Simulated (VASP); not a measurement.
# SiC (F-43m) in VASP: single point with PBE

Aim: the single point of SiC with PBE.

Program: VASP 6.6.1. These are calculated values, not measurements. Logs are shortened: lines on timing, memory, paths and dates and some standing lists are left out, and cuts for length are marked.

## 1. The cell of the first run

Symmetry: F-43m, No. 216, cubic system. Conventional cell: a = 4.380 Å, b = 4.380 Å, c = 4.380 Å, α = 90.00°, β = 90.00°, γ = 90.00°. Within 2.5 Å of Si (site symmetry -43m) lie 4 C at 1.90 Å. C (site symmetry -43m) has 4 Si at 1.90 Å within 2.5 Å.

## 2. Single point, PBE

File INCAR:

```
  ALGO = Normal
  EDIFF = 1E-7
  ENCUT = 520
  GGA = PE
  ISIF = 2
  ISMEAR = 0
  LASPH = True
  LCHARG = False
  LREAL = Auto
  LWAVE = False
  NBANDS = 86
  NELM = 60
  PREC = Accurate
  SIGMA = 0.02
```

File KPOINTS:

```
Automatic mesh
0
Gamma
  2 2 2
  0.5 0.5 0.5
```

File POSCAR:

```
SiC
1.0
   -4.3797259396     -4.3797259396      4.3797259396
    4.3797259396     -4.3797259396     -4.3797259396
    4.3797259396      4.3797259396      4.3797259396
Si C
16 16
Direct
    0.2500000000      0.7500000000      0.2500000000
    0.0000000000      0.7500000000      0.5000000000
    0.5000000000      0.5000000000      0.2500000000
    0.2500000000      0.5000000000      0.5000000000
    0.0000000000      0.5000000000      0.7500000000
    0.7500000000      0.7500000000      0.7500000000
    0.5000000000      0.7500000000      0.0000000000
    0.0000000000      0.0000000000      0.2500000000
    0.7500000000      0.2500000000      0.2500000000
    0.5000000000      0.2500000000      0.5000000000
    0.2500000000      0.2500000000      0.7500000000
    0.0000000000      0.2500000000      0.0000000000
    0.7500000000      0.5000000000      0.0000000000
    0.7500000000      0.0000000000      0.5000000000
    0.5000000000      0.0000000000      0.7500000000
    0.2500000000      0.0000000000      0.0000000000
    0.2500000000      0.5000000000      0.2500000000
    0.0000000000      0.5000000000      0.5000000000
    0.5000000000      0.2500000000      0.2500000000
    0.2500000000      0.2500000000      0.5000000000
    0.0000000000      0.2500000000      0.7500000000
    0.7500000000      0.5000000000      0.7500000000
    0.5000000000      0.5000000000      0.0000000000
    1.0000000000      0.7500000000      0.2500000000
    0.7500000000      0.0000000000      0.2500000000
    0.5000000000      0.0000000000      0.5000000000
    0.2500000000      0.0000000000      0.7500000000
    0.0000000000      0.0000000000      0.0000000000
    0.7500000000      0.2500000000      0.0000000000
    0.7500000000      0.7500000000      0.5000000000
    0.5000000000      0.7500000000      0.7500000000
    0.2500000000      0.7500000000      0.0000000000
```

Potentials or basis: VASP PAW PBE potentials, release 64 (Si, C).

Launch:

```console
> cat potpaw_PBE.64/Si/POTCAR potpaw_PBE.64/C/POTCAR > POTCAR
> mpirun -np 1 vasp_std > vasp.out
```

OUTCAR:

```text
EDIFF = 1E-7
   ENCUT = 520
   GGA = PE
   ISIF = 2
   ISMEAR = 0
   LASPH = True
   LREAL = Auto
   NELM = 60
   PREC = Accurate

 ion  position               nearest neighbor table
   1  0.250  0.750  0.250-  17 1.90  24 1.90  26 1.90  32 1.90   8 3.10  10 3.10  14 3.10  15 3.10
                            16 3.10   2 3.10   3 3.10   4 3.10   7 3.10   5 3.10  12 3.10  13 3.10
   2  0.000  0.750  0.500-  18 1.90  24 1.90  27 1.90  30 1.90   8 3.10  11 3.10  14 3.10  15 3.10
                            16 3.10   1 3.10   4 3.10   5 3.10   6 3.10  13 3.10   9 3.10   3 3.10
   3  0.500  0.500  0.250-  17 1.90  19 1.90  23 1.90  30 1.90   7 3.10   9 3.10  10 3.10  13 3.10
                            14 3.10   1 3.10   2 3.10   4 3.10   6 3.10  11 3.10  16 3.10  12 3.10
   4  0.250  0.500  0.500-  17 1.90  18 1.90  20 1.90  31 1.90   6 3.10   7 3.10  10 3.10  11 3.10
                            15 3.10   1 3.10   2 3.10   3 3.10   5 3.10  12 3.10   8 3.10   9 3.10
   5  0.000  0.500  0.750-  18 1.90  21 1.90  22 1.90  32 1.90   7 3.10  11 3.10  12 3.10  13 3.10
                            16 3.10   1 3.10   2 3.10   4 3.10   6 3.10   9 3.10  14 3.10  10 3.10
   6  0.750  0.750  0.750-  22 1.90  28 1.90  30 1.90  31 1.90  12 3.10  13 3.10  14 3.10  15 3.10
                            16 3.10   2 3.10   5 3.10   7 3.10   8 3.10   3 3.10  10 3.10   4 3.10
   7  0.500  0.750  0.000-  23 1.90  25 1.90  31 1.90  32 1.90   9 3.10  13 3.10  14 3.10  15 3.10
                            16 3.10   1 3.10   3 3.10   6 3.10   8 3.10   4 3.10  11 3.10   5 3.10
   8  0.000  0.000  0.250-  20 1.90  24 1.90  25 1.90  28 1.90  10 3.10  11 3.10  12 3.10  14 3.10
                            16 3.10   1 3.10   2 3.10   4 3.10   9 3.10   6 3.10  13 3.10   7 3.10
   9  0.750  0.250  0.250-  18 1.90  19 1.90  25 1.90  29 1.90   8 3.10  10 3.10  12 3.10  13 3.10
[... 17 lines left out ...]
  19  0.500  0.250  0.250-   3 1.90   9 1.90  10 1.90  16 1.90
  20  0.250  0.250  0.500-   4 1.90   8 1.90  10 1.90  11 1.90
  21  0.000  0.250  0.750-   5 1.90  11 1.90  12 1.90  14 1.90
  22  0.750  0.500  0.750-   5 1.90   6 1.90  10 1.90  13 1.90
[... 8 lines left out ...]
  31  0.500  0.750  0.750-   4 1.90   6 1.90   7 1.90  15 1.90
  32  0.250  0.750  0.000-   1 1.90   5 1.90   7 1.90  16 1.90

  LATTYP: Found a body centered cubic cell.
 ALAT       =     8.7594518792

  Lattice vectors:

 A1 = (  -4.3797259396,  -4.3797259396,   4.3797259396)
 A2 = (   4.3797259396,  -4.3797259396,  -4.3797259396)
 A3 = (   4.3797259396,   4.3797259396,   4.3797259396)

Analysis of symmetry for initial positions (statically):
=====================================================================
 Subroutine PRICEL returns following result:

  LATTYP: Found a face centered cubic cell.
 ALAT       =     4.3797259396

  Lattice vectors:

 A1 = (   2.1898629698,   0.0000000000,  -2.1898629698)
 A2 = (  -0.0000000000,   2.1898629698,  -2.1898629698)
 A3 = (   2.1898629698,   2.1898629698,   0.0000000000)

  16 primitive cells build up your supercell.

 Routine SETGRP: Setting up the symmetry group for a
 body centered cubic supercell.

 Subroutine GETGRP returns: Found 24 space group operations
 (whereof 24 operations were pure point group operations)
 out of a pool of 48 trial point group operations.

The static configuration has the point symmetry T_d .

Analysis of symmetry for dynamics (positions and initial velocities):
=====================================================================
 Subroutine PRICEL returns following result:

  LATTYP: Found a face centered cubic cell.
 ALAT       =     4.3797259396

  Lattice vectors:

 A1 = (   2.1898629698,   0.0000000000,  -2.1898629698)
 A2 = (  -0.0000000000,   2.1898629698,  -2.1898629698)
 A3 = (   2.1898629698,   2.1898629698,   0.0000000000)

  16 primitive cells build up your supercell.

 Routine SETGRP: Setting up the symmetry group for a
 body centered cubic supercell.

 Subroutine GETGRP returns: Found 24 space group operations
 (whereof 24 operations were pure point group operations)
 out of a pool of 48 trial point group operations.

The dynamic configuration has the point symmetry T_d .

 Subroutine INISYM returns: Found 24 space group operations
 (whereof 24 operations are pure point group operations),
 and found    16 'primitive' translations

----------------------------------------------------------------------------------------

                                     Primitive cell

  volume of cell :      21.0030

  direct lattice vectors                    reciprocal lattice vectors
[... 24 lines left out ...]
 Generating k-lattice:

  Cartesian coordinates                     Fractional coordinates (reciprocal lattice)
     0.000000000 -0.057081197  0.057081197     0.500000000  0.000000000  0.000000000
     0.057081197 -0.057081197  0.000000000     0.000000000  0.500000000  0.000000000
     0.057081197  0.000000000  0.057081197     0.000000000  0.000000000  0.500000000

  Length of vectors
     0.080725003  0.080725003  0.080725003

  Shift w.r.t. Gamma in fractional coordinates (k-lattice)
     0.500000000  0.500000000  0.500000000

 Subroutine IBZKPT returns following result:
 ===========================================

 Found      2 irreducible k-points:

 Following reciprocal coordinates:
            Coordinates               Weight
  0.250000  0.250000  0.250000      2.000000
 -0.250000  0.250000  0.250000      6.000000
   k-points           NKPTS =      2   k-points in BZ     NKDIM =      2   number of bands    NBANDS=     86
   number of dos      NEDOS =    301   number of ions     NIONS =     32
   total plane-waves  NPLWV = 175616
   dimension x,y,z NGX =    56 NGY =   56 NGZ =   56
   dimension x,y,z NGXF=   112 NGYF=  112 NGZF=  112
   ions per type =              16  16
   NGX,Y,Z   is equivalent  to a cutoff of  12.27, 12.27, 12.27 a.u.
   NGXF,Y,Z  is equivalent  to a cutoff of  24.54, 24.54, 24.54 a.u.
 SYSTEM =  unknown system
   PREC   = accura    normal or accurate (medium, high low for compatibility)
   ISTART =      0    job   : 0-new  1-cont  2-samecut
   ICHARG =      2    charge: 1-file 2-atom 10-const
   ISPIN  =      1    spin polarized calculation?
   LNONCOLLINEAR =      F non collinear calculations
   LSORBIT =      F    spin-orbit coupling
   LASPH  =      T    aspherical Exc in radial PAW
   ENCUT  =  520.0 eV  38.22 Ry    6.18 a.u.  14.10 14.10 14.10*2*pi/ulx,y,z
   NELM   =     60;   NELMIN=  2; NELMDL= -5     # of ELM steps
   EDIFF  = 0.1E-06   stopping-criterion for ELM
   LREAL  =      T    real-space projection
   EDIFFG = 0.1E-05   stopping-criterion for IOM
   NSW    =      0    number of steps for IOM
   IBRION =     -1    ionic relax: 0-MD 1-quasi-New 2-CG
   NFREE  =      0    steps in history (QN), initial steepest desc. (CG)
   ISIF   =      2    stress and relaxation
   ISYM   =      2    0-nonsym 1-usesym 2-fastsym
   POTIM  = 0.5000    time-step for ionic-motion
   TEBEG  =    0.0;   TEEND  =   0.0 temperature during run
   PSTRESS=    0.0 pullay stress
   NELECT =     128.0000    total number of electrons
   NUPDOWN=      -1.0000    fix difference up-down
   EMIN   =  10.00;   EMAX   =-10.00  energy-range for DOS
   EFERMI =   0.00;   METHOD = LEGACY
   ISMEAR =     0;   SIGMA  =   0.02  broadening in eV -4-tet -1-fermi 0-gaus
   EFERMI_NEDOS =   21; number of points for ismear=-14 and -15
   IALGO  =     38    algorithm
   IMIX   =      4    mixing-type and parameters
     AMIX     =   0.40;   BMIX     =  1.00
     AMIX_MAG =   1.60;   BMIX_MAG =  1.00
  volume/ion in A,a.u.               =      10.50        70.87
  Fermi-wavevector in a.u.,A,eV,Ry     =   1.186710  2.242556 19.160817  1.408280
  Thomas-Fermi vector in A             =   2.322877
   LORBIT       =      0    0 simple, 1 ext, 2 COOP (PROOUT), +10 PAW based schemes
   GGA     = PE    functional components
   LHFCALC =     F    Hartree Fock is set to
   AEXX    =    0.0000 exact exchange contribution
   IVDW    =     0    specifies the selected vdW correction
   LEPSILON=     F    determine dielectric tensor
   LRPA    =     F    only Hartree local field effects (RPA)
 non-spin polarized calculation
 Gauss-broadening in eV      SIGMA  =   0.02
  energy-cutoff  :      520.00
  volume of cell :      336.05
 maximum number of plane-waves:      9092
   NGX = 29   NGY = 29   NGZ = 29

 number of electron     127.9999987 magnetization

 Free energy of the ion-electron system (eV)
  ---------------------------------------------------
  ext. energy  EPLUGINS =         0.00000000
  ---------------------------------------------------
  free energy    TOTEN  =      -240.96064281 eV

  energy without entropy =     -240.96064281  energy(sigma->0) =     -240.96064281

 E-fermi :   7.4635     XC(G=0): -11.2906

 val. band max:        7.3384511978   @ k =   0.2500   0.2500   0.2500
 cond. band min:      10.0281355884   @ k =  -0.2500   0.2500   0.2500
 fundamental gap:      2.6896843906
 Fermi energy:         7.4635200493

 k-point     1 :       0.2500    0.2500    0.2500
  band No.  band energies     occupation
      1      -6.1646      2.00000
      2      -6.1646      2.00000
      3      -6.1646      2.00000
      4      -6.1646      2.00000
      5      -3.4500      2.00000
      6      -3.4500      2.00000
[... 68 lines left out ...]
     75      11.6467      0.00000
     76      11.6467      0.00000

 k-point     2 :      -0.2500    0.2500    0.2500
  band No.  band energies     occupation
      1      -6.9440      2.00000
      2      -5.3999      2.00000
      3      -5.3999      2.00000
      4      -5.3999      2.00000
      5      -5.3999      2.00000
      6      -4.1311      2.00000
[... 68 lines left out ...]
     75      13.2561      0.00000
     76      13.2561      0.00000
 [bands above 76 left out]

------------------------ aborting loop because EDIFF is reached ----------------------------------------

  FORCE on cell =-STRESS in cart. coord.  units (eV):
  Direction    XX          YY          ZZ          XY          YZ          ZX
  --------------------------------------------------------------------------------------
  -------------------------------------------------------------------------------------
  Total        0.0126688      0.0126688      0.0126688     -0.0000000      0.0000000      0.0000000
  in kB        0.0604010      0.0604010      0.0604010     -0.0000000      0.0000000      0.0000000
  external PRESSURE =       0.0604010 kB  Pullay stress =       0.0000000 kB

 VOLUME and BASIS-vectors are now :
 -----------------------------------------------------------------------------
  energy-cutoff  :      520.00
  volume of cell :      336.05
      direct lattice vectors                 reciprocal lattice vectors
    -4.379725940 -4.379725940  4.379725940     0.000000000 -0.114162394  0.114162394
     4.379725940 -4.379725940 -4.379725940     0.114162394 -0.114162394  0.000000000
     4.379725940  4.379725940  4.379725940     0.114162394  0.000000000  0.114162394

 POSITION                                       TOTAL-FORCE (eV/Angst)
 -----------------------------------------------------------------------------------
      3.28479     -3.28479     -1.09493         0.000000      0.000000     -0.000000
      5.47466     -1.09493     -1.09493         0.000000     -0.000000     -0.000000
      1.09493     -3.28479      1.09493         0.000000     -0.000000     -0.000000
      3.28479     -1.09493      1.09493         0.000000     -0.000000      0.000000
      5.47466      1.09493      1.09493         0.000000      0.000000      0.000000
      3.28479     -3.28479      3.28479         0.000000     -0.000000      0.000000
[... 24 lines left out ...]
      4.37973     -2.18986      2.18986        -0.000000      0.000000     -0.000000
      2.18986     -4.37973     -2.18986        -0.000000     -0.000000     -0.000000
 -----------------------------------------------------------------------------------
    total drift:                               -0.000009      0.000009     -0.000009

  FREE ENERGIE OF THE ION-ELECTRON SYSTEM (eV)
  ---------------------------------------------------
  free  energy   TOTEN  =      -240.9606428056 eV

  energy  without entropy=     -240.9606428056  energy(sigma->0) =     -240.96064281
```

Wall time 4.2 min (1 thread of AMD EPYC 7R13, shared host); peak memory 0.37 GiB.

What came out:

* Free energy: -240.9606 eV
* Pressure: 0.0 GPa
* Band gap on the k mesh: 2.69 eV
